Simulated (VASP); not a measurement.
Runs of VASP 6.6.1 on FeO (Wuestite). The structure is that of space group Fm-3m (No. 225), or close to it. The cells are those of the table. 

| cell | gap on the mesh (eV) | pressure (GPa) | moment (μB) |
| --- | --- | --- | --- |
| a = 3.005 Å, angles 60.0°, 2 atoms | none | 8.5 | 4.00 |
| a = 3.047 Å, angles 60.0°, 2 atoms | none | 0.1 | 4.00 |
| a = 3.087 Å, angles 60.0°, 2 atoms | none | (a) | 4.00 |
| a = 3.026 Å, angles 60.0°, 2 atoms | none | (b) | 4.00 |
| a = 3.067 Å, angles 60.0°, 2 atoms | none | -3.5 | 4.00 |

Alike in all rows: task single point; level PBE; potentials or basis VASP PAW PBE potentials, release 64 (Fe, O); spin collinear, ferromagnetic start; k mesh 14 × 14 × 14; cutoff (eV) 520; smearing gaussian 0.05 eV.

Q: Estimate the missing entries.

A: (a) -6.7; (b) 4.1.

Caveats: a cell with one magnetic atom can't hold antiferromagnetic order, which such compounds often take; semilocal functionals often make such compounds metallic where correlation or magnetic order opens a gap, which also shifts bond lengths.

A gap of «none» marks levels without a gap at the run's occupations.
